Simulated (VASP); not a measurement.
# B (P1) in VASP: single point with PBE+D3(BJ)

Aim: the single point of B with PBE+D3(BJ).

All numbers are computed with VASP 6.6.1; they aren't measurements. Logs are shortened: lines on timing, memory, paths and dates and some standing lists are left out, and cuts for length are marked.

## 1. The cell of the first run

The typed cell holds 12 atoms: a = 2.877 Å, b = 5.762 Å, c = 5.880 Å, α = 100.49°, β = 90.01°, γ = 104.43°.

## 2. Single point, PBE+D3(BJ)

Input file INCAR:

```
ALGO = Normal
EDIFF = 1E-7
ENCUT = 520
GGA = PE
ISIF = 2
ISMEAR = 0
IVDW = 12
LASPH = True
LCHARG = False
LREAL = False
LWAVE = False
NBANDS = 30
NELM = 100
PREC = Accurate
SIGMA = 0.1
```

Input file KPOINTS:

```
k-points
0
Gamma
  12 8 6
```

Input file POSCAR:

```
B
1.0
    2.8765121941     -0.0211021137      0.0022138911
   -1.3945105325      5.5907667486     -0.0163225567
   -0.0136212380     -1.0902882229      5.7779614015
B
12
Direct
    0.6434287921      0.6184911462      0.5894112162
    0.8757848488      0.0852653580      0.0111499734
    0.2923462406      0.9184647375      0.9808601535
    0.5115718462      0.3551043052      0.3842585334
    0.7661596522      0.8683548015      0.1833612320
    0.1603932424      0.6529874351      0.7545694874
    0.7795239161      0.8959028182      0.7435449930
    0.7996882168      0.9290722692      0.4693904424
    0.1483101001      0.6284327955      0.0490324124
    0.0206071124      0.3733464641      0.1664040577
    0.3725856427      0.0754765995      0.4465102611
    0.6225474196      0.5769562399      0.2375142574
```

Potentials or basis: VASP PAW PBE potentials, release 64 (B).

Run with:

```console
cat potpaw_PBE.64/B/POTCAR > POTCAR
mpirun -np 1 vasp_std > vasp.out
```

OUTCAR:

```text
EDIFF = 1E-7
   ENCUT = 520
   GGA = PE
   ISIF = 2
   ISMEAR = 0
   IVDW = 12
   LASPH = True
   LREAL = False
   NELM = 100
   PREC = Accurate
 IVDW          = 12

 ion  position               nearest neighbor table
   1  0.643  0.618  0.589-   7 1.64   4 1.72   6 1.73   6 1.73   8 1.99  12 2.04
   2  0.876  0.085  0.011-  10 1.69   3 1.70   3 1.70   5 1.72   7 1.72
   3  0.292  0.918  0.981-   2 1.70   2 1.70   9 1.74   6 1.80   5 1.92   5 1.92   7 1.99   7 1.99

   4  0.512  0.355  0.384-  12 1.64  11 1.67   1 1.72  10 1.94  10 1.94
   5  0.766  0.868  0.183-   8 1.65  12 1.71   2 1.72   3 1.92   3 1.92   9 2.02   9 2.03
   6  0.160  0.653  0.755-   1 1.73   1 1.73   9 1.76   3 1.80   7 1.98   7 1.99
   7  0.780  0.896  0.744-   1 1.64   8 1.66   2 1.72   6 1.98   3 1.99   6 1.99   3 1.99
   8  0.800  0.929  0.469-   5 1.65   7 1.66  11 1.67  11 1.67   1 1.99  12 2.17
   9  0.148  0.628  0.049-  10 1.69   3 1.74   6 1.76  12 1.87  12 1.87   5 2.02   5 2.03
  10  0.021  0.373  0.166-   2 1.69   9 1.69  12 1.83  12 1.83   4 1.94   4 1.94
  11  0.373  0.075  0.447-   4 1.67   8 1.67   8 1.67
  12  0.623  0.577  0.238-   4 1.64   5 1.71  10 1.83  10 1.83   9 1.87   9 1.87   1 2.04   8 2.17

  LATTYP: Found a triclinic cell.
 ALAT       =     5.7634791684
 B/A-ratio  =     0.4991065923
 C/A-ratio  =     1.0202075375
 COS(alpha) =     0.0001999796
 COS(beta)  =     0.1821905849
 COS(gamma) =     0.2500386412

  Lattice vectors:

 A1 = (   1.4820016616,   5.5696646349,  -0.0141086656)
 A2 = (   2.8765121941,  -0.0211021137,   0.0022138911)
 A3 = (   0.0136212380,   1.0902882229,  -5.7779614015)

Analysis of symmetry for initial positions (statically):
=====================================================================
 Subroutine PRICEL returns:
 Original cell was already a primitive cell.

 Routine SETGRP: Setting up the symmetry group for a
 triclinic supercell.

 Subroutine GETGRP returns: Found  1 space group operations
 (whereof  1 operations were pure point group operations)
 out of a pool of  2 trial point group operations.

The static configuration has the point symmetry C_1 .

Analysis of symmetry for dynamics (positions and initial velocities):
=====================================================================
 Subroutine PRICEL returns:
 Original cell was already a primitive cell.

 Routine SETGRP: Setting up the symmetry group for a
 triclinic supercell.

 Subroutine GETGRP returns: Found  1 space group operations
 (whereof  1 operations were pure point group operations)
 out of a pool of  2 trial point group operations.

The dynamic configuration has the point symmetry C_1 .

 Subroutine INISYM returns: Found  1 space group operations
 (whereof  1 operations are pure point group operations),
 and found     1 'primitive' translations

----------------------------------------------------------------------------------------

                                     Primitive cell

  volume of cell :      92.7030

  direct lattice vectors                    reciprocal lattice vectors
     2.876512194 -0.021102114  0.002213891     0.348267617  0.086919021  0.017222445
    -1.394510533  5.590766749 -0.016322557     0.001289208  0.179286691  0.033834032
    -0.013621238 -1.090288223  5.777961401    -0.000129801  0.000473175  0.173160404

  length of vectors
     2.876590448  5.762082860  5.879944890     0.359363134  0.182455807  0.173161099

  position of ions in fractional coordinates (direct lattice)
     0.643428792  0.618491146  0.589411216
     0.875784849  0.085265358  0.011149973
     0.292346241  0.918464738  0.980860153
     0.511571846  0.355104305  0.384258533
     0.766159652  0.868354801  0.183361232
     0.160393242  0.652987435  0.754569487
     0.779523916  0.895902818  0.743544993
     0.799688217  0.929072269  0.469390442
     0.148310100  0.628432795  0.049032412
     0.020607112  0.373346464  0.166404058
     0.372585643  0.075476599  0.446510261
     0.622547420  0.576956240  0.237514257

  ion indices of the primitive-cell ions
   primitive index   ion index
                 1           1
                 2           2
                 3           3
                 4           4
                 5           5
                 6           6
                 7           7
                 8           8
                 9           9
                10          10
                11          11
                12          12

----------------------------------------------------------------------------------------

 KPOINTS: k-points

Automatic generation of k-mesh.
 Grid dimensions read from file:
 generate k-points for:   12    8    6

 Generating k-lattice:

  Cartesian coordinates                     Fractional coordinates (reciprocal lattice)
     0.029022301  0.007243252  0.001435204     0.083333333  0.000000000 -0.000000000
     0.000161151  0.022410836  0.004229254    -0.000000000  0.125000000 -0.000000000
    -0.000021633  0.000078863  0.028860067    -0.000000000  0.000000000  0.166666667

  Length of vectors
     0.029946928  0.022806976  0.028860183

  Shift w.r.t. Gamma in fractional coordinates (k-lattice)
     0.000000000  0.000000000  0.000000000

 Subroutine IBZKPT returns following result:
 ===========================================

 Found    292 irreducible k-points:

 Following reciprocal coordinates:
            Coordinates               Weight
  0.000000  0.000000  0.000000      1.000000
  0.083333 -0.000000  0.000000      2.000000
  0.166667 -0.000000  0.000000      2.000000
  0.250000 -0.000000  0.000000      2.000000
  0.333333 -0.000000  0.000000      2.000000
  0.416667 -0.000000  0.000000      2.000000
[... 16 lines left out ...]
  0.250000  0.250000  0.000000      2.000000
  0.333333  0.250000  0.000000      2.000000
 [... further k-points ...]
   k-points           NKPTS =    292   k-points in BZ     NKDIM =    292   number of bands    NBANDS=     30
   number of dos      NEDOS =    301   number of ions     NIONS =     12
   total plane-waves  NPLWV =  55296
   dimension x,y,z NGX =    24 NGY =   48 NGZ =   48
   dimension x,y,z NGXF=    48 NGYF=   96 NGZF=   96
   ions per type =              12
   NGX,Y,Z   is equivalent  to a cutoff of  13.87, 13.85, 13.57 a.u.
   NGXF,Y,Z  is equivalent  to a cutoff of  27.74, 27.70, 27.14 a.u.
 SYSTEM =  unknown system
   PREC   = accura    normal or accurate (medium, high low for compatibility)
   ISTART =      0    job   : 0-new  1-cont  2-samecut
   ICHARG =      2    charge: 1-file 2-atom 10-const
   ISPIN  =      1    spin polarized calculation?
   LNONCOLLINEAR =      F non collinear calculations
   LSORBIT =      F    spin-orbit coupling
   LASPH  =      T    aspherical Exc in radial PAW
   ENCUT  =  520.0 eV  38.22 Ry    6.18 a.u.   5.35 10.71 10.93*2*pi/ulx,y,z
   NELM   =    100;   NELMIN=  2; NELMDL= -5     # of ELM steps
   EDIFF  = 0.1E-06   stopping-criterion for ELM
   LREAL  =      F    real-space projection
   EDIFFG = 0.1E-05   stopping-criterion for IOM
   NSW    =      0    number of steps for IOM
   IBRION =     -1    ionic relax: 0-MD 1-quasi-New 2-CG
   NFREE  =      0    steps in history (QN), initial steepest desc. (CG)
   ISIF   =      2    stress and relaxation
   ISYM   =      2    0-nonsym 1-usesym 2-fastsym
   POTIM  = 0.5000    time-step for ionic-motion
   TEBEG  =    0.0;   TEEND  =   0.0 temperature during run
   PSTRESS=    0.0 pullay stress
   NELECT =      36.0000    total number of electrons
   NUPDOWN=      -1.0000    fix difference up-down
   EMIN   =  10.00;   EMAX   =-10.00  energy-range for DOS
   EFERMI =   0.00;   METHOD = LEGACY
   ISMEAR =     0;   SIGMA  =   0.10  broadening in eV -4-tet -1-fermi 0-gaus
   EFERMI_NEDOS =   21; number of points for ismear=-14 and -15
   IALGO  =     38    algorithm
   IMIX   =      4    mixing-type and parameters
     AMIX     =   0.40;   BMIX     =  1.00
     AMIX_MAG =   1.60;   BMIX_MAG =  1.00
  volume/ion in A,a.u.               =       7.73        52.13
  Fermi-wavevector in a.u.,A,eV,Ry     =   1.194385  2.257061 19.409478  1.426556
  Thomas-Fermi vector in A             =   2.330377
   LORBIT       =      0    0 simple, 1 ext, 2 COOP (PROOUT), +10 PAW based schemes
   GGA     = PE    functional components
   LHFCALC =     F    Hartree Fock is set to
   AEXX    =    0.0000 exact exchange contribution
   IVDW    =    12    specifies the selected vdW correction
   LEPSILON=     F    determine dielectric tensor
   LRPA    =     F    only Hartree local field effects (RPA)
 non-spin polarized calculation
 Gauss-broadening in eV      SIGMA  =   0.10
  energy-cutoff  :      520.00
  volume of cell :       92.70
 maximum number of plane-waves:      2520
 NGX is ok and might be reduce to    24
   NGX = 11   NGY = 21   NGZ = 21

 number of electron      36.0000000 magnetization

 Free energy of the ion-electron system (eV)
  ---------------------------------------------------
  ext. energy  EPLUGINS =         0.00000000
  ---------------------------------------------------
  free energy    TOTEN  =       -76.95138988 eV

  energy without entropy =      -76.94486872  energy(sigma->0) =      -76.94812930

 E-fermi :   5.2570     XC(G=0): -11.1595

 val. band max:        5.2547969970   @ k =   0.2500   0.3750   0.5000
 cond. band min:       5.2582334592   @ k =   0.0000  -0.2500   0.1667
 fundamental gap:      0.0034364622
 Fermi energy:         5.2570101972

 k-point     1 :       0.0000    0.0000    0.0000
  band No.  band energies     occupation
      1     -10.6941      2.00000
      2      -7.9748      2.00000
      3      -6.9619      2.00000
      4      -5.9937      2.00000
      5      -5.5041      2.00000
      6      -2.9665      2.00000
[... 22 lines left out ...]
     29      12.5049      0.00000
     30      13.3431      0.00000
[... 728 lines left out ...]
  band No.  band energies     occupation
      1      -8.9686      2.00000
      2      -7.0151      2.00000
      3      -5.6510      2.00000
      4      -5.2201      2.00000
      5      -4.4899      2.00000
      6      -2.7848      2.00000
[... 22 lines left out ...]
     29      13.5410      0.00000
     30      13.9853      0.00000

 [... further k-points ...]

------------------------ aborting loop because EDIFF is reached ----------------------------------------

 Edisp (eV)   -2.34182

 E8    (eV) :    -0.7784

  FORCE on cell =-STRESS in cart. coord.  units (eV):
  Direction    XX          YY          ZZ          XY          YZ          ZX
  --------------------------------------------------------------------------------------
  -------------------------------------------------------------------------------------
  Total       0.01207     0.02221     0.01157     0.00035    -0.00952     0.00147
  in kB       0.20864     0.38386     0.20000     0.00608    -0.16447     0.02548
  external pressure =        0.26 kB  Pullay stress =        0.00 kB

 VOLUME and BASIS-vectors are now :
 -----------------------------------------------------------------------------
  energy-cutoff  :      520.00
  volume of cell :       92.70
      direct lattice vectors                 reciprocal lattice vectors
     2.876512194 -0.021102114  0.002213891     0.348267617  0.086919021  0.017222445
    -1.394510533  5.590766749 -0.016322557     0.001289208  0.179286691  0.033834032
    -0.013621238 -1.090288223  5.777961401    -0.000129801  0.000473175  0.173160404

 POSITION                                       TOTAL-FORCE (eV/Angst)
 -----------------------------------------------------------------------------------
      0.98031      2.80163      3.39692        -0.000707     -0.011071     -0.012872
      2.40015      0.44606      0.06497        -0.000043      0.016300      0.001291
     -0.45323      4.05933      5.65303         0.001080      0.000448     -0.001704
      0.97111      1.55556      2.21557         0.000306     -0.010915      0.006986
      0.99044      4.63868      1.04698        -0.001125     -0.001554     -0.001828
     -0.45950      2.82462      4.34957        -0.000412     -0.002450      0.001577
      0.98284      4.18166      4.28328         0.001561      0.008159      0.008251
      0.99832      4.66558      2.69873         0.000029     -0.003964      0.005273
     -0.45041      3.45683      0.27338        -0.000624     -0.000617      0.000414
     -0.46363      1.90543      0.95543        -0.000515     -0.008399     -0.001380
      0.96041     -0.07272      2.57951         0.000214      0.008930     -0.000912
      0.98296      2.95353      1.36431         0.000237      0.005132     -0.005096
 -----------------------------------------------------------------------------------
    total drift:                                0.000001      0.000010      0.000032

  FREE ENERGIE OF THE ION-ELECTRON SYSTEM (eV)
  ---------------------------------------------------
  free  energy   TOTEN  =       -79.2932127727 eV

  energy  without entropy=      -79.2866916165  energy(sigma->0) =      -79.28995219
```

Run time: 22 min. Hardware: 1 thread of Oxide Virtual Turin-like, shared host; peak memory 0.57 GiB.

What came out:

- Free energy: -79.2932 eV
- Pressure: 0.0 GPa
- Largest force: 0.017 eV/Å
- Band gap on the k mesh: zero (band 18 reaches 6.96 eV, above the bottom of band 19 at 4.09 eV)
- Dispersion energy per atom: -0.195 eV

Forces on the atoms (eV/Å):
```
B   -0.001 -0.011 -0.013
B    0.000  0.016  0.001
B    0.001  0.000 -0.002
B    0.000 -0.011  0.007
B   -0.001 -0.002 -0.002
B    0.000 -0.002  0.002
B    0.002  0.008  0.008
B    0.000 -0.004  0.005
B   -0.001 -0.001  0.000
B   -0.001 -0.008 -0.001
B    0.000  0.009 -0.001
B    0.000  0.005 -0.005
```

Caveat: pairwise dispersion overbinds metals, which lowers pressure and volume.
